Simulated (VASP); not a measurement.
**AlAs: single point with PBE**

AlAs:

```xyz
2
Lattice="0.0000 2.8304 2.8304 2.8304 0.0000 2.8304 2.8304 2.8304 0.0000" Properties=species:S:1:pos:R:3 pbc="T T T"
Al    0.0000    0.0000    0.0000
As    1.4152    1.4152    1.4152
```

* Program: VASP 6.6.1
* Task: single point
* Functional: PBE
* Potentials or basis: VASP PAW PBE potentials, release 64 (Al, As)
* Cutoff: 500 eV
* k mesh: 4 × 4 × 4
* Occupations: methfessel-paxton, width 0.01 eV
* Spin: no spin polarisation
* Dipole correction: no
* Further INCAR settings: ALGO = Normal; EDIFF = 1e-06; NBANDS = 11

The pressure is 3.1 GPa. The band gap on the k mesh is 1.41 eV, indirect (least direct gap 2.05 eV).

Levels at points of the mesh, in eV from the valence-band top:
```tsv
k point	band 2	band 3	band 4	band 5	band 6	band 7
(0.00, 0.00, 0.00)	0.00	0.00	0.00	2.05	4.26	4.26
(0.50, 0.00, 0.00)	-5.59	-0.83	-0.83	2.13	4.65	4.65
(0.50, 0.50, 0.00)	-5.45	-2.18	-2.18	1.41	2.27	10.32
```

Run time: 11 s on 1 thread of AMD EPYC 7R13 (shared host), peak memory 0.13 GiB.

Caveat: the k points lie up to 0.48 Å⁻¹ apart. Expect the measured gap to be larger: semilocal functionals such as PBE lack the derivative discontinuity.
